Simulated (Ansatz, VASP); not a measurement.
# CO2: VASP beside Ansatz

The input INCAR:

```
SYSTEM = CO2
PREC     = Accurate       ! precision mode
ENCUT    = 520            ! plane-wave cutoff, eV
EDIFF    = 1E-8           ! SCF threshold, eV
ISMEAR   = -1             ! smearing method
SIGMA    = 0.02           ! smearing width, eV
LREAL    = .FALSE.        ! projectors in reciprocal space
LASPH    = .TRUE.         ! aspherical terms in the spheres
NELM     = 60             ! most SCF steps
ALGO     = Normal         ! electronic algorithm
ISIF     = 2              ! what is computed and relaxed
LWAVE    = .FALSE.        ! write WAVECAR
LCHARG   = .FALSE.        ! write CHGCAR
GGA      = PE             ! functional
LEFG     = .TRUE.       
NBANDS   = 44             ! bands
```

File KPOINTS:

```
regular mesh
0
G
  4 4 4
  0 0 0
```

File POSCAR:

```
CO2
1.0
    5.4970732800      0.0000000000      0.0000000000
    0.0000000000      5.4970732800      0.0000000000
    0.0000000000      0.0000000000      5.4970732800
C O
4 8
Direct
    0.0000000000      0.0000000000      0.0000000000
    0.5000000000      0.0000000000      0.5000000000
    0.5000000000      0.5000000000      0.0000000000
    0.0000000000      0.5000000000      0.5000000000
    0.1225369800      0.1225369800      0.1225369800
    0.3774630200      0.8774630200      0.6225369800
    0.6225369800      0.3774630200      0.8774630200
    0.8774630200      0.6225369800      0.3774630200
    0.8774630200      0.8774630200      0.8774630200
    0.6225369800      0.1225369800      0.3774630200
    0.3774630200      0.6225369800      0.1225369800
    0.1225369800      0.3774630200      0.6225369800
```

Input for Ansatz:

```yaml
crystal:
  lattice:
    - [5.49707328, 0.0, 0.0]
    - [0.0, 5.49707328, 0.0]
    - [0.0, 0.0, 5.49707328]
  atoms:
    - { symbol: C, position: [0.0, 0.0, 0.0] }
    - { symbol: C, position: [0.5, 0.0, 0.5] }
    - { symbol: C, position: [0.5, 0.5, 0.0] }
    - { symbol: C, position: [0.0, 0.5, 0.5] }
    - { symbol: O, position: [0.12253698, 0.12253698, 0.12253698] }
    - { symbol: O, position: [0.37746302, 0.87746302, 0.62253698] }
    - { symbol: O, position: [0.62253698, 0.37746302, 0.87746302] }
    - { symbol: O, position: [0.87746302, 0.62253698, 0.37746302] }
    - { symbol: O, position: [0.87746302, 0.87746302, 0.87746302] }
    - { symbol: O, position: [0.62253698, 0.12253698, 0.37746302] }
    - { symbol: O, position: [0.37746302, 0.62253698, 0.12253698] }
    - { symbol: O, position: [0.12253698, 0.37746302, 0.62253698] }
kpoints:
  mp_grid: { grid: [4, 4, 4] }
scf:
  occupations: { method: fermi_dirac, width: 0.02 }
hamiltonian:
  xc: pbe
  pseudopotentials: { kind: paw, frozen_core: stored }
output:
  forces: true
  stress: true
  populations: true
  efg: { quadrupole_moments_barn: { O: -0.02558 } }
```

Alike in both runs: task electric field gradients; functional PBE; k mesh 4 × 4 × 4; occupations fermi-dirac, width 0.02 eV; no spin polarisation.

|  | VASP | Ansatz |
| --- | --- | --- |
| version | VASP 6.6.1 | Ansatz 0.2.0 |
| potentials or method | VASP PAW PBE potentials, release 64 (C, O) | plane-wave PAW, scalar-relativistic |
| plane-wave cutoff (eV) | 520 | 420 |
| valence electrons in the cell | 64 | 64 |

Ansatz gave:

* gap on the k mesh at the Fermi level (eV): 6.87
* pressure (GPa): 2.5
* rms of the force components (eV/Å): 0.053
* size of Vzz on the site where it differs most (V/Å²): 26.4

What did VASP give for the same quantities?

gap on the k mesh at the Fermi level (eV): 6.85; pressure (GPa): 4.1; rms of the force components (eV/Å): 0.354; size of Vzz on the site where it differs most (V/Å²): 50.2.

Atom by atom the forces differ by 0.302 eV/Å (rms over components). One of these differences is far larger than is usual between the two programs; its cause wasn't traced.

Noted on VASP's run: the standard files for N, O and F lose accuracy on very short bonds.
